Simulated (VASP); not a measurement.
Write the native input for VASP 6.6.1 that does the following.

* Task: single point
* Functional: PBE
* Potentials or basis: VASP PAW PBE potentials, release 64 (Yb)
* Cutoff: 520 eV
* k mesh: 16 × 16 × 16
* Occupations: gaussian, width 0.15 eV
* Spin: no spin polarisation
* Dipole correction: no
* Further INCAR settings: ALGO = Fast; EDIFF = 1e-07; NBANDS = 18

The structure of Yb lies in POSCAR:

```
Yb
1.0
    0.0000000000      2.8891010146      1.9637219596
    2.8891010146      0.0000000000      1.9637219596
    2.8891010146      2.8891010146      0.0000000000
Yb
1
Direct
    0.0000000000      0.0000000000      0.0000000000
```

This cell differs from its parent crystal: volume 32.782 Å^3 an atom, c/a of the conventional cell 0.6797.

One way to write it, as run:

INCAR

```
  PREC = Accurate
  ENCUT = 520
  EDIFF = 1E-7
  ISMEAR = 0
  SIGMA = 0.15
  LREAL = False
  LASPH = True
  NELM = 100
  ALGO = Fast
  ISIF = 2
  LWAVE = False
  LCHARG = False
  GGA = PE
  NBANDS = 18
```

KPOINTS

```
regular mesh
0
Gamma
  16 16 16
```

Potentials or basis: VASP PAW PBE potentials, release 64 (Yb).

Run with:

```sh
$ cat potpaw_PBE.64/Yb/POTCAR > POTCAR
$ mpirun -np 1 vasp_std > vasp.out
```

Results of the run:

- Pressure: 1.2 GPa
- Band gap on the k mesh: zero (band 12 reaches 2.26 eV, above the bottom of band 13 at 1.55 eV)

Caveat: spin-orbit coupling is left out, which moves the levels of the heavy elements.

Wall time 13 min on 1 thread of Intel(R) Xeon(R) Platinum 8488C (Sapphire Rapids) (shared host), peak memory 0.36 GiB.
